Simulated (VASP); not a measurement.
A run of VASP 6.6.1:

Contents of INCAR:

```
  PREC = Accurate
  ENCUT = 520
  EDIFF = 1E-7
  ISMEAR = 0
  SIGMA = 0.1
  LREAL = F
  LASPH = T
  NELM = 100
  ALGO = Normal
  ISIF = 2
  LWAVE = F
  LCHARG = F
  GGA = PE
  NBANDS = 26
```

File KPOINTS:

```
Automatic mesh
0
Gamma
  6 6 4
```

Contents of POSCAR:

```
TaW2
1.0
    3.0314333906      0.0000000028      0.0000000000
   -1.5157166977      2.6252983247      0.0000000000
    0.0000000000      0.0000000000      6.4907492363
Ta W
1 2
Direct
    0.0000000000      0.0000000000      0.5000000000
    0.3333333333      0.6666666667      0.1554456458
    0.6666666667      0.3333333333      0.8445543542
```

Potentials or basis: VASP PAW PBE potentials, release 64 (Ta_pv, W_sv).

The run is started by

```bash
$ cat potpaw_PBE.64/Ta_pv/POTCAR potpaw_PBE.64/W_sv/POTCAR > POTCAR
$ mpirun -np 1 vasp_std > vasp.out
```

Hardware: 1 thread of Intel(R) Xeon(R) Platinum 8259CL CPU @ 2.50GHz (Skylake/Cascade Lake), on a shared host.

How long does it take, and how much memory?

It took 27 s on 1 thread of Intel(R) Xeon(R) Platinum 8259CL CPU @ 2.50GHz (Skylake/Cascade Lake), on a shared host, peak memory 0.18 GiB. Counts: scf iterations 15, k points 24.
